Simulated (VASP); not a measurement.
# NaH (Fm-3m) in VASP: a series of runs, part 2 of 2

VASP 6.6.1.

### 3 Single point, PBE (volume scaled by 0.97)

INCAR

```
SYSTEM = NaH
  PREC = Accurate
  ENCUT = 500
  EDIFF = 1E-6
  ISMEAR = 0
  SIGMA = 0.02
  LREAL = .False.
  LASPH = .True.
  NELM = 120
  ALGO = Normal
  ISIF = 2
  LWAVE = .False.
  LCHARG = .False.
  GGA = PE
  NBANDS = 11
  GGA_COMPAT = .False.
```

KPOINTS

```
regular mesh
0
Gamma
  8 8 8
  0 0 0
```

POSCAR

```
NaH
1.0
    0.0000000000      2.3907052413      2.3907052413
    2.3907052413      0.0000000000      2.3907052413
    2.3907052413      2.3907052413      0.0000000000
Na H
1 1
Direct
    0.0000000000      0.0000000000      0.0000000000
    0.5000000000      0.5000000000      0.5000000000
```

Potentials or basis: VASP PAW PBE potentials, release 64 (Na_pv, H).

Launch:

```
> cat potpaw_PBE.64/Na_pv/POTCAR potpaw_PBE.64/H/POTCAR > POTCAR
> mpirun -np 1 vasp_std > vasp.out
```

OUTCAR:

```text
SYSTEM = NaH
   PREC = Accurate
   ENCUT = 500
   EDIFF = 1E-6
   ISMEAR = 0
   LREAL = .False.
   LASPH = .True.
   NELM = 120
   ISIF = 2
   GGA = PE

 ion  position               nearest neighbor table
   1  0.000  0.000  0.000-
   2  0.500  0.500  0.500-

  LATTYP: Found a face centered cubic cell.
 ALAT       =     4.7814104826

  Lattice vectors:

 A1 = (   0.0000000000,   2.3907052413,   2.3907052413)
 A2 = (   2.3907052413,   0.0000000000,   2.3907052413)
 A3 = (   2.3907052413,   2.3907052413,   0.0000000000)

Analysis of symmetry for initial positions (statically):
=====================================================================
 Subroutine PRICEL returns:
 Original cell was already a primitive cell.

 Routine SETGRP: Setting up the symmetry group for a
 face centered cubic supercell.

 Subroutine GETGRP returns: Found 48 space group operations
 (whereof 48 operations were pure point group operations)
 out of a pool of 48 trial point group operations.

The static configuration has the point symmetry O_h .

Analysis of symmetry for dynamics (positions and initial velocities):
=====================================================================
 Subroutine PRICEL returns:
 Original cell was already a primitive cell.

 Routine SETGRP: Setting up the symmetry group for a
 face centered cubic supercell.

 Subroutine GETGRP returns: Found 48 space group operations
 (whereof 48 operations were pure point group operations)
 out of a pool of 48 trial point group operations.

The dynamic configuration has the point symmetry O_h .

 Subroutine INISYM returns: Found 48 space group operations
 (whereof 48 operations are pure point group operations),
 and found     1 'primitive' translations

----------------------------------------------------------------------------------------

                                     Primitive cell

  volume of cell :      27.3280

[... 110 lines left out ...]
  Fermi-wavevector in a.u.,A,eV,Ry     =   1.087015  2.054160 16.076660  1.181601
  Thomas-Fermi vector in A             =   2.223165
   LORBIT       =      0    0 simple, 1 ext, 2 COOP (PROOUT), +10 PAW based schemes
   GGA     = PE    functional components
   LHFCALC =     F    Hartree Fock is set to
   AEXX    =    0.0000 exact exchange contribution
   IVDW    =     0    specifies the selected vdW correction
   LEPSILON=     F    determine dielectric tensor
   LRPA    =     F    only Hartree local field effects (RPA)
 non-spin polarized calculation
 Gauss-broadening in eV      SIGMA  =   0.02
  energy-cutoff  :      500.00
  volume of cell :       27.33
 maximum number of plane-waves:       702
 NGX is ok and might be reduce to    28
   NGX = 13   NGY = 13   NGZ = 13

 number of electron       7.9999992 magnetization

 Free energy of the ion-electron system (eV)
  ---------------------------------------------------
  ext. energy  EPLUGINS =         0.00000000
  ---------------------------------------------------
  free energy    TOTEN  =        -5.08514505 eV

  energy without entropy =       -5.08514505  energy(sigma->0) =       -5.08514505

 E-fermi :  -0.7982     XC(G=0):  -7.8777

 val. band max:       -1.0105476578   @ k =  -0.2500   0.5000   0.2500
 cond. band min:       2.8030911874   @ k =   0.5000   0.0000   0.0000
 fundamental gap:      3.8136388453
 Fermi energy:        -0.7981543906

 k-point     1 :       0.0000    0.0000    0.0000
  band No.  band energies     occupation
      1     -23.0575      2.00000
      2     -23.0575      2.00000
      3     -23.0575      2.00000
      4      -4.7188      2.00000
      5       9.6915      0.00000
      6      14.8303      0.00000
      7      14.8303      0.00000
      8      14.8303      0.00000
      9      15.7679      0.00000
     10      15.7679      0.00000
     11      15.7679      0.00000
[... 309 lines left out ...]
 k-point    24 :      -0.3750    0.2500    0.1250
  band No.  band energies     occupation
      1     -23.1458      2.00000
      2     -23.0958      2.00000
      3     -23.0783      2.00000
      4      -1.5026      2.00000
      5       3.6026      0.00000
      6       6.9333      0.00000
      7      10.2179      0.00000
      8      14.2215      0.00000
      9      15.4370      0.00000
     10      18.7249      0.00000
     11      20.8687      0.00000

 [... further k-points ...]
[... 5 lines left out ...]
  --------------------------------------------------------------------------------------
  -------------------------------------------------------------------------------------
  Total        0.1210229      0.1210229      0.1210229      0.0000000      0.0000000      0.0000000
  in kB        7.0952872      7.0952872      7.0952872      0.0000000      0.0000000      0.0000000
  external PRESSURE =       7.0952872 kB  Pullay stress =       0.0000000 kB

 VOLUME and BASIS-vectors are now :
 -----------------------------------------------------------------------------
  energy-cutoff  :      500.00
  volume of cell :       27.33
      direct lattice vectors                 reciprocal lattice vectors
     0.000000000  2.390705241  2.390705241    -0.209143307  0.209143307  0.209143307
     2.390705241  0.000000000  2.390705241     0.209143307 -0.209143307  0.209143307
     2.390705241  2.390705241  0.000000000     0.209143307  0.209143307 -0.209143307

 POSITION                                       TOTAL-FORCE (eV/Angst)
 -----------------------------------------------------------------------------------
      0.00000      0.00000      0.00000         0.000000      0.000000      0.000000
      2.39071      2.39071      2.39071         0.000000     -0.000000     -0.000000
 -----------------------------------------------------------------------------------
    total drift:                               -0.000000     -0.000000     -0.000000

  FREE ENERGIE OF THE ION-ELECTRON SYSTEM (eV)
  ---------------------------------------------------
  free  energy   TOTEN  =        -5.0851450487 eV

  energy  without entropy=       -5.0851450487  energy(sigma->0) =       -5.08514505
```

Run time: 14 s. Hardware: 1 thread of Intel Xeon 8259CL, shared host; peak memory 0.15 GiB.

What came out:

```
Free energy            : -5.0851 eV
Pressure               : 0.7 GPa
Band gap on the k mesh : 3.81 eV, indirect (least direct gap 4.69 eV)
```

Levels at points of the mesh, in eV from the valence-band top:
```csv
k point,band 1,band 2,band 3,band 4,band 5,band 6,band 7,band 8,band 9
"(0.00, 0.00, 0.00)",-22.05,-22.05,-22.05,-3.71,10.70,15.84,15.84,15.84,16.78
"(0.50, 0.00, 0.00)",-22.15,-22.06,-22.06,-0.87,3.81,11.00,13.58,13.58,16.72
"(0.50, 0.50, 0.00)",-22.14,-22.08,-22.08,-0.18,4.70,10.15,10.87,10.87,12.10
```

 A k mesh can miss the band edges.
